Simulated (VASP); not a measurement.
The system is Nb5O.

```xyz
6
Lattice="6.0450 0.0000 0.0000 -3.0225 5.2352 0.0000 0.0000 0.0000 5.4613" Properties=species:S:1:pos:R:3 pbc="T T T"
Nb    0.0000    3.4901    1.5984
Nb    0.0000    3.4901    3.8629
Nb    3.0225    1.7451    3.8629
Nb    3.0225    1.7451    1.5984
Nb    0.0000    0.0000    2.7306
O     0.0000    0.0000    0.0000
```

The cell was generated, and may not be a known phase.

- Program: VASP 6.6.1
- Task: relaxation of cell and atoms
- Functional: PBE
- Potentials or basis: VASP PAW PBE potentials, release 64 (Nb_sv, O)
- Cutoff: 600 eV
- k mesh: 3 × 3 × 4
- Occupations: gaussian, width 0.1 eV
- Spin: collinear spin, zero start
- Starting moments: [0.0, 0.0, 0.0, 0.0, 0.0, 0.0] μB

At the start: pressure -20.1 GPa; volume 28.81 Å³/atom.

Task: How do energy, volume and symmetry change on relaxing?

Result: Over 15 steps the energy falls by 1513.4 meV/atom and the volume is 16.86 Å³/atom (-41.5 %); space group P6/mmm (No. 191, to 0.1 Å) before and after; moment 0.00 μB per cell.

The path:
| step | energy change (eV) | largest force (eV/Å) | pressure (GPa) | volume (Å³) |
| --- | --- | --- | --- | --- |
| 1 | 0.0000 | 0.2333 | -20.09 | 172.83 |
| 2 | 2.0861 | 22.2463 | 63.21 | 97.18 |
| 3 | -3.8692 | 5.5494 | -5.04 | 131.44 |
| 4 | -7.6504 | 0.6029 | 20.89 | 93.48 |
| 5 | -7.9372 | 1.1737 | 10.66 | 99.11 |
| 6 | -8.4095 | 2.4149 | -8.24 | 107.48 |
| 7 | -8.6397 | 1.4933 | -3.18 | 104.23 |
| 8 | -9.0289 | 0.5868 | -2.07 | 102.27 |
| 9 | -8.9837 | 0.0981 | 1.81 | 100.21 |
| 10 | -9.0737 | 0.2977 | -0.81 | 101.49 |
| 11 | -9.0739 | 0.2762 | -0.70 | 101.43 |
| 12 | -9.0767 | 0.1250 | 0.87 | 100.63 |
| 13 | -9.0801 | 0.0515 | 0.18 | 100.97 |
| 14 | -9.0801 | 0.0465 | 0.19 | 100.96 |
| 15 | -9.0805 | 0.0038 | -0.05 | 101.16 |

Final structure:
```
Nb O
1.0
     4.71659    0.00000    0.00000
    -2.35829    4.08468    0.00000
     0.00000    0.00000    5.25088
Nb O
5 1
Direct
  0.33333 0.66667 0.25762
  0.33333 0.66667 0.74238
  0.66667 0.33333 0.74238
  0.66667 0.33333 0.25762
  0.00000 0.00000 0.50000
  0.00000 0.00000 0.00000
```

Caveat: the k points lie up to 0.51 Å⁻¹ apart in the final cell; the volume moved by over 15 % at a fixed basis, so the end points are rough; no moment was typed at the start, so none could form.
